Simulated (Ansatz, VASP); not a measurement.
**Two plane-wave programs on Pd**

The input INCAR:

```
PREC     = Accurate       # precision mode
ENCUT    = 520            # plane-wave cutoff, eV
EDIFF    = 1E-6           # SCF threshold, eV
ISMEAR   = -1             # smearing method
SIGMA    = 0.05           # smearing width, eV
LREAL    = F              # projectors in reciprocal space
LASPH    = T              # aspherical terms in the spheres
NELM     = 150            # most SCF steps
ALGO     = Normal         # electronic algorithm
ISIF     = 2              # what is computed and relaxed
LWAVE    = F              # write WAVECAR
LCHARG   = F              # write CHGCAR
ISPIN    = 2              # spin polarisation
MAGMOM   = 0.368 0.368 0.373 0.373 # initial moments
LORBIT   = 11             # projections on sites
LMAXMIX  = 4              # l up to which the mixer works
GGA      = B5             # functional
ALDAX    = 1.0          
AGGAX    = 1.0          
AGGAC    = 1.0          
ALDAC    = 0.0          
NBANDS   = 32             # bands
```

KPOINTS

```
regular mesh
0
Gamma
  14 14 4
```

The input POSCAR:

```
Pd
1.0
    2.8719567619      0.0000000000      0.0000000000
   -1.4359783809      2.4871875144      0.0000000000
    0.0000000000      0.0000000000      9.5349417498
Pd
4
Direct
    0.0000000000      0.0000000000      1.0000000000
    0.0000000000      0.0000000000      0.5000000000
    0.3333333333      0.6666666667      0.2500000000
    0.6666666667      0.3333333333      0.7500000000
```

Input for Ansatz:

```yaml
crystal:
  lattice:
    - [2.8719567619, 0.0, 0.0]
    - [-1.4359783809, 2.4871875144, 0.0]
    - [0.0, 0.0, 9.5349417498]
  atoms:
    - { symbol: Pd, position: [0.0, 0.0, 1.0], spin: 0.368 }
    - { symbol: Pd, position: [0.0, 0.0, 0.5], spin: 0.368 }
    - { symbol: Pd, position: [0.3333333333, 0.6666666667, 0.25], spin: 0.373 }
    - { symbol: Pd, position: [0.6666666667, 0.3333333333, 0.75], spin: 0.373 }
hamiltonian:
  xc: blyp
  pseudopotentials:
    kind: paw
    azcp:
      Pd: "pseudopotentials/Pd.paw.azcp"
basis:
  ecutwfc: 420
  fft_grid_basis: typed
kpoints:
  mp_grid: { grid: [14, 14, 4], shift: [0, 0, 0] }
magnetization:
  spin_polarized: true
scf:
  occupations: { method: fermi_dirac, width: 0.05 }
  lower_state_search: "off"
output:
  stress: true
```

Alike in both runs: task single point; functional BLYP; k mesh 14 × 14 × 4; occupations fermi-dirac, width 0.05 eV; collinear spin.

|  | VASP | Ansatz |
| --- | --- | --- |
| version | VASP 6.6.1 | Ansatz 0.2.0 |
| potentials or method | VASP PAW PBE potentials, release 64 (Pd), cutoff 520 eV | plane waves (420 eV) with PAW, scalar-relativistic |
| valence electrons in the cell | 40 | 72 |

Ansatz gave:

```
pressure (GPa)                                                : -4.4
traceless stress, the component that is largest in VASP (GPa) : -0.45
net moment per atom (μB)                                      : 0.38
size of the moment on the site where the two differ most (μB) : 0.40
```

Q: What did VASP give for the same quantities?

A: Pressure (GPa): -4.2; traceless stress, the component that is largest in VASP (GPa): -0.49; net moment per atom (μB): 0.38; size of the moment on the site where the two differ most (μB): 0.39.

VASP's potentials were made for PBE, not for BLYP. Site moments also hang on the region over which each program counts them. The functional is the same, so the differences come from potentials, cutoffs and numerics. VASP's potentials hold 40 valence electrons a cell and Ansatz's 72, so a difference there can come from the potentials and not from the codes.
